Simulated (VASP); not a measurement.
# Ru (P6_3/mmc) in VASP: notebook

The runs below take Ru through single point, with r2SCAN.

All numbers are computed with VASP 6.6.1; they aren't measurements. Logs are shortened: lines on timing, memory, paths and dates and some standing lists are left out, and cuts for length are marked.

### Step 1. The cell of the first run

The structure is hexagonal, space group P6_3/mmc (No. 194). The conventional cell has a = 2.702 Å, b = 2.702 Å, c = 4.394 Å, α = 90.00°, β = 90.00°, γ = 120.00°. Ru (site symmetry -6m2) has 12 Ru at 2.69 to 2.70 Å within 3.6 Å.

### Step 2. Single point, r2SCAN (strain along c alone, the other axes held: +3.0 %)

The input, POSCAR:

```
Ru
1.0
    2.7024647927      0.0000000000      0.0000000000
   -1.3512323964      2.3404031633      0.0000000000
    0.0000000000      0.0000000000      4.3938141851
Ru
2
Direct
    0.3333333333      0.6666666667      0.2500000000
    0.6666666667      0.3333333333      0.7500000000
```

The input, INCAR.step1:

```
SYSTEM = Ru
PREC = Accurate
ENCUT = 550
ISMEAR = 0
SIGMA = 0.1
LREAL = .FALSE.
LASPH = .TRUE.
NELM = 120
NBANDS = 21
GGA = PE
ALGO = Normal
EDIFF = 1E-5
LWAVE = .TRUE.
LCHARG = .FALSE.
GGA_COMPAT = .FALSE.
```

The input, INCAR.step2:

```
SYSTEM = Ru
PREC = Accurate
ENCUT = 550
EDIFF = 1E-6
ISMEAR = 0
SIGMA = 0.1
LREAL = .FALSE.
LASPH = .TRUE.
NELM = 120
ALGO = Normal
ISIF = 2
LWAVE = .FALSE.
LCHARG = .FALSE.
METAGGA = R2SCAN
LMIXTAU = .TRUE.
NBANDS = 21
ISTART = 1
GGA_COMPAT = .FALSE.
```

The input, KPOINTS:

```
Automatic mesh
0
G
  24 24 12
  0 0 0
```

Potentials or basis: VASP PAW PBE potentials, release 64 (Ru_pv).

Launch:

```console
> cat potpaw_PBE.64/Ru_pv/POTCAR > POTCAR
> cp INCAR.step1 INCAR
> mpirun -np 1 vasp_std > vasp.out
> cp INCAR.step2 INCAR
> mpirun -np 1 vasp_std > vasp.out
```

OUTCAR:

```text
SYSTEM = Ru
   PREC = Accurate
   ENCUT = 550
   EDIFF = 1E-6
   ISMEAR = 0
   LREAL = .FALSE.
   LASPH = .TRUE.
   NELM = 120
   ISIF = 2
   METAGGA = R2SCAN
   ISTART = 1

 ion  position               nearest neighbor table
   1  0.333  0.667  0.250-   2 2.69   2 2.69   2 2.69   2 2.69   2 2.69   2 2.69
   2  0.667  0.333  0.750-   1 2.69   1 2.69   1 2.69   1 2.69   1 2.69   1 2.69

  LATTYP: Found a hexagonal cell.
 ALAT       =     2.7024647927
 C/A-ratio  =     1.6258543671

  Lattice vectors:

 A1 = (   2.7024647927,   0.0000000000,   0.0000000000)
 A2 = (  -1.3512323964,   2.3404031633,   0.0000000000)
 A3 = (   0.0000000000,   0.0000000000,   4.3938141851)

Analysis of symmetry for initial positions (statically):
=====================================================================
 Subroutine PRICEL returns:
 Original cell was already a primitive cell.

 Routine SETGRP: Setting up the symmetry group for a
 hexagonal supercell.

 Subroutine GETGRP returns: Found 24 space group operations
 (whereof 12 operations were pure point group operations)
 out of a pool of 24 trial point group operations.

The static configuration has the point symmetry D_3d.
 The point group associated with its full space group is D_6h.

Analysis of symmetry for dynamics (positions and initial velocities):
=====================================================================
 Subroutine PRICEL returns:
 Original cell was already a primitive cell.

 Routine SETGRP: Setting up the symmetry group for a
 hexagonal supercell.

 Subroutine GETGRP returns: Found 24 space group operations
 (whereof 12 operations were pure point group operations)
 out of a pool of 24 trial point group operations.

The dynamic configuration has the point symmetry D_3d.
 The point group associated with its full space group is D_6h.

 Subroutine INISYM returns: Found 24 space group operations
 (whereof 12 operations are pure point group operations),
 and found     1 'primitive' translations

----------------------------------------------------------------------------------------

                                     Primitive cell

  volume of cell :      27.7902

  direct lattice vectors                    reciprocal lattice vectors
     2.702464793  0.000000000  0.000000000     0.370032573  0.213638405  0.000000000
    -1.351232396  2.340403163  0.000000000     0.000000000  0.427276811  0.000000000
     0.000000000  0.000000000  4.393814185     0.000000000  0.000000000  0.227592692

  length of vectors
     2.702464793  2.702464793  4.393814185     0.427276811  0.427276811  0.227592692

  position of ions in fractional coordinates (direct lattice)
     0.333333333  0.666666667  0.250000000
     0.666666667  0.333333333  0.750000000

  ion indices of the primitive-cell ions
   primitive index   ion index
                 1           1
                 2           2

----------------------------------------------------------------------------------------

 KPOINTS: Automatic mesh

Automatic generation of k-mesh.
 Grid dimensions read from file:
 generate k-points for:   24   24   12

 Generating k-lattice:

  Cartesian coordinates                     Fractional coordinates (reciprocal lattice)
     0.015418024  0.008901600  0.000000000     0.041666667 -0.000000000  0.000000000
     0.000000000  0.017803200  0.000000000     0.000000000  0.041666667  0.000000000
     0.000000000  0.000000000  0.018966058     0.000000000  0.000000000  0.083333333

  Length of vectors
     0.017803200  0.017803200  0.018966058

  Shift w.r.t. Gamma in fractional coordinates (k-lattice)
     0.000000000  0.000000000  0.000000000

 Subroutine IBZKPT returns following result:
 ===========================================

 Found    427 irreducible k-points:

 Following reciprocal coordinates:
            Coordinates               Weight
  0.000000  0.000000  0.000000      1.000000
  0.041667  0.000000  0.000000      6.000000
  0.083333  0.000000  0.000000      6.000000
  0.125000  0.000000  0.000000      6.000000
  0.166667  0.000000  0.000000      6.000000
  0.208333  0.000000  0.000000      6.000000
[... 16 lines left out ...]
  0.416667  0.041667  0.000000     12.000000
  0.458333  0.041667  0.000000     12.000000
 [... further k-points ...]
   k-points           NKPTS =    427   k-points in BZ     NKDIM =    427   number of bands    NBANDS=     21
   number of dos      NEDOS =    301   number of ions     NIONS =      2
   total plane-waves  NPLWV =  20736
   dimension x,y,z NGX =    24 NGY =   24 NGZ =   36
   dimension x,y,z NGXF=    48 NGYF=   48 NGZF=   72
   ions per type =               2
   NGX,Y,Z   is equivalent  to a cutoff of  14.76, 14.76, 13.62 a.u.
   NGXF,Y,Z  is equivalent  to a cutoff of  29.53, 29.53, 27.24 a.u.
 SYSTEM =  Ru
   PREC   = accura    normal or accurate (medium, high low for compatibility)
   ISTART =      1    job   : 0-new  1-cont  2-samecut
   ICHARG =      0    charge: 1-file 2-atom 10-const
   ISPIN  =      1    spin polarized calculation?
   LNONCOLLINEAR =      F non collinear calculations
   LSORBIT =      F    spin-orbit coupling
   LASPH  =      T    aspherical Exc in radial PAW
   ENCUT  =  550.0 eV  40.42 Ry    6.36 a.u.   5.17  5.17  8.40*2*pi/ulx,y,z
   NELM   =    120;   NELMIN=  2; NELMDL=  0     # of ELM steps
   EDIFF  = 0.1E-05   stopping-criterion for ELM
   LREAL  =      F    real-space projection
   EDIFFG = 0.1E-04   stopping-criterion for IOM
   NSW    =      0    number of steps for IOM
   IBRION =     -1    ionic relax: 0-MD 1-quasi-New 2-CG
   NFREE  =      0    steps in history (QN), initial steepest desc. (CG)
   ISIF   =      2    stress and relaxation
   ISYM   =      2    0-nonsym 1-usesym 2-fastsym
   POTIM  = 0.5000    time-step for ionic-motion
   TEBEG  =    0.0;   TEEND  =   0.0 temperature during run
   PSTRESS=    0.0 pullay stress
   NELECT =      28.0000    total number of electrons
   NUPDOWN=      -1.0000    fix difference up-down
   EMIN   =  10.00;   EMAX   =-10.00  energy-range for DOS
   EFERMI =   0.00;   METHOD = LEGACY
   ISMEAR =     0;   SIGMA  =   0.10  broadening in eV -4-tet -1-fermi 0-gaus
   EFERMI_NEDOS =   21; number of points for ismear=-14 and -15
   IALGO  =     38    algorithm
   IMIX   =      4    mixing-type and parameters
     AMIX     =   0.40;   BMIX     =  1.00
     AMIX_MAG =   1.60;   BMIX_MAG =  1.00
  volume/ion in A,a.u.               =      13.90        93.77
  Fermi-wavevector in a.u.,A,eV,Ry     =   1.641207  3.101432 36.648116  2.693561
  Thomas-Fermi vector in A             =   2.731716
   LORBIT       =      0    0 simple, 1 ext, 2 COOP (PROOUT), +10 PAW based schemes
   METAGGA = R2SCAN    functional components
   LHFCALC =     F    Hartree Fock is set to
   AEXX    =    0.0000 exact exchange contribution
   IVDW    =     0    specifies the selected vdW correction
   LEPSILON=     F    determine dielectric tensor
   LRPA    =     F    only Hartree local field effects (RPA)
 non-spin polarized calculation
 Gauss-broadening in eV      SIGMA  =   0.10
  energy-cutoff  :      550.00
  volume of cell :       27.79
 maximum number of plane-waves:       827
 NGX is ok and might be reduce to    24
   NGX = 11   NGY = 11   NGZ = 17

 number of electron      27.9999998 magnetization

 Free energy of the ion-electron system (eV)
  ---------------------------------------------------
  ext. energy  EPLUGINS =         0.00000000
  ---------------------------------------------------
  free energy    TOTEN  =       -50.81540391 eV

  energy without entropy =      -50.80633271  energy(sigma->0) =      -50.81086831

 E-fermi :  12.3226     XC(G=0): -15.2455

 val. band max:       12.3198394907   @ k =   0.2500   0.2500   0.1667
 cond. band min:      12.3267472246   @ k =   0.4167   0.0000   0.5000
 fundamental gap:      0.0069077339
 Fermi energy:        12.3225781330

 k-point     1 :       0.0000    0.0000    0.0000
  band No.  band energies     occupation
      1     -32.6467      2.00000
      2     -31.7186      2.00000
      3     -31.7186      2.00000
      4     -31.5713      2.00000
      5     -31.5713      2.00000
      6     -31.5702      2.00000
[... 13 lines left out ...]
     20      20.7001      0.00000
     21      22.4566      0.00000

 k-point     2 :       0.0417    0.0000    0.0000
  band No.  band energies     occupation
      1     -32.6408      2.00000
      2     -31.7325      2.00000
      3     -31.7230      2.00000
      4     -31.5858      2.00000
      5     -31.5734      2.00000
      6     -31.5725      2.00000
[... 13 lines left out ...]
     20      20.7000      0.00000
     21      22.4462      0.00000

 k-point     3 :       0.0833    0.0000    0.0000
  band No.  band energies     occupation
      1     -32.6233      2.00000
      2     -31.7733      2.00000
      3     -31.7360      2.00000
      4     -31.6280      2.00000
      5     -31.5797      2.00000
      6     -31.5794      2.00000
[... 13 lines left out ...]
     20      20.7000      0.00000
     21      22.4148      0.00000

 k-point     4 :       0.1250    0.0000    0.0000
  band No.  band energies     occupation
      1     -32.5948      2.00000
      2     -31.8381      2.00000
      3     -31.7562      2.00000
      4     -31.6943      2.00000
      5     -31.5909      2.00000
      6     -31.5900      2.00000
[... 13 lines left out ...]
     20      20.7000      0.00000
     21      22.3626      0.00000

 k-point     5 :       0.1667    0.0000    0.0000
  band No.  band energies     occupation
      1     -32.5563      2.00000
      2     -31.9226      2.00000
      3     -31.7821      2.00000
      4     -31.7795      2.00000
      5     -31.6073      2.00000
      6     -31.6037      2.00000
[... 13 lines left out ...]
     20      20.7000      0.00000
     21      22.2929      0.00000

 k-point     6 :       0.2083    0.0000    0.0000
  band No.  band energies     occupation
      1     -32.5093      2.00000
      2     -32.0209      2.00000
      3     -31.8770      2.00000
      4     -31.8116      2.00000
      5     -31.6285      2.00000
      6     -31.6202      2.00000
[... 13 lines left out ...]
     20      20.7000      0.00000
     21      22.2145      0.00000

 k-point     7 :       0.2500    0.0000    0.0000
  band No.  band energies     occupation
      1     -32.4555      2.00000
      2     -32.1263      2.00000
      3     -31.9796      2.00000
      4     -31.8427      2.00000
      5     -31.6545      2.00000
      6     -31.6383      2.00000
[... 13 lines left out ...]
     20      20.7000      0.00000
     21      22.1399      0.00000
[... 291 lines left out ...]
      1     -32.3637      2.00000
      2     -32.2800      2.00000
      3     -32.1322      2.00000
      4     -31.8908      2.00000
      5     -31.7036      2.00000
      6     -31.6737      2.00000
[... 13 lines left out ...]
     20      21.2781      0.00000
     21      22.0640      0.00000

 k-point    21 :       0.3333    0.0417    0.0000
  band No.  band energies     occupation
      1     -32.3705      2.00000
      2     -32.3039      2.00000
      3     -32.2147      2.00000
      4     -31.9189      2.00000
      5     -31.7391      2.00000
      6     -31.6906      2.00000
[... 13 lines left out ...]
     20      21.8722      0.00000
     21      22.2568      0.00000

 k-point    22 :       0.3750    0.0417    0.0000
  band No.  band energies     occupation
      1     -32.4441      2.00000
      2     -32.2814      2.00000
      3     -32.2481      2.00000
      4     -31.9414      2.00000
      5     -31.7751      2.00000
      6     -31.7046      2.00000
[... 13 lines left out ...]
     20      21.1107      0.00000
     21      23.1348      0.00000

 k-point    23 :       0.4167    0.0417    0.0000
  band No.  band energies     occupation
      1     -32.4961      2.00000
      2     -32.3282      2.00000
      3     -32.2022      2.00000
      4     -31.9571      2.00000
      5     -31.8069      2.00000
      6     -31.7145      2.00000
[... 13 lines left out ...]
     20      20.7000      0.00000
     21      23.4926      0.00000

 k-point    24 :       0.4583    0.0417    0.0000
  band No.  band energies     occupation
      1     -32.5229      2.00000
      2     -32.3523      2.00000
      3     -32.1751      2.00000
      4     -31.9652      2.00000
      5     -31.8268      2.00000
      6     -31.7196      2.00000
[... 13 lines left out ...]
     20      20.7000      0.00000
     21      23.7330      0.00000

 [... further k-points ...]

------------------------ aborting loop because EDIFF is reached ----------------------------------------

  FORCE on cell =-STRESS in cart. coord.  units (eV):
  Direction    XX          YY          ZZ          XY          YZ          ZX
  --------------------------------------------------------------------------------------
  -------------------------------------------------------------------------------------
  Total       -0.5928158     -0.5928158     -3.0000733      0.0000000     -0.0000000      0.0000000
  in kB      -34.1773176    -34.1773176   -172.9617372      0.0000000     -0.0000000      0.0000000
  external PRESSURE =     -80.4387908 kB  Pullay stress =       0.0000000 kB

 VOLUME and BASIS-vectors are now :
 -----------------------------------------------------------------------------
  energy-cutoff  :      550.00
  volume of cell :       27.79
      direct lattice vectors                 reciprocal lattice vectors
     2.702464793  0.000000000  0.000000000     0.370032573  0.213638405  0.000000000
    -1.351232396  2.340403163  0.000000000     0.000000000  0.427276811  0.000000000
     0.000000000  0.000000000  4.393814185     0.000000000  0.000000000  0.227592692

 POSITION                                       TOTAL-FORCE (eV/Angst)
 -----------------------------------------------------------------------------------
     -0.00000      1.56027      1.09845        -0.000000     -0.000000      0.000000
      1.35123      0.78013      3.29536         0.000000      0.000000      0.000000
 -----------------------------------------------------------------------------------
    total drift:                                0.000000     -0.000000      0.000000

  FREE ENERGIE OF THE ION-ELECTRON SYSTEM (eV)
  ---------------------------------------------------
  free  energy   TOTEN  =       -50.8154039121 eV

  energy  without entropy=      -50.8063327051  energy(sigma->0) =      -50.81086831
```

It took 6.8 min on 1 thread of Intel Xeon Platinum 8488C (Sapphire Rapids), shared host; peak memory 0.32 GiB.

What came out:

```
Free energy            : -50.8154 eV
Pressure               : -8.0 GPa
Band gap on the k mesh : zero (bands 14 and 15 overlap by 3.20 eV)
```

Caveat: the cell differs from its parent crystal (strain along c alone, the other axes held: +3.0 %); the stress differs along the axes, from -17 to -3 GPa; the PAW data sets were made with another functional, which shifts forces and pressure a little.

(Part 1 of 2 ends here.)

The gap in the log of VASP goes by the Fermi energy; the results here count the filled bands.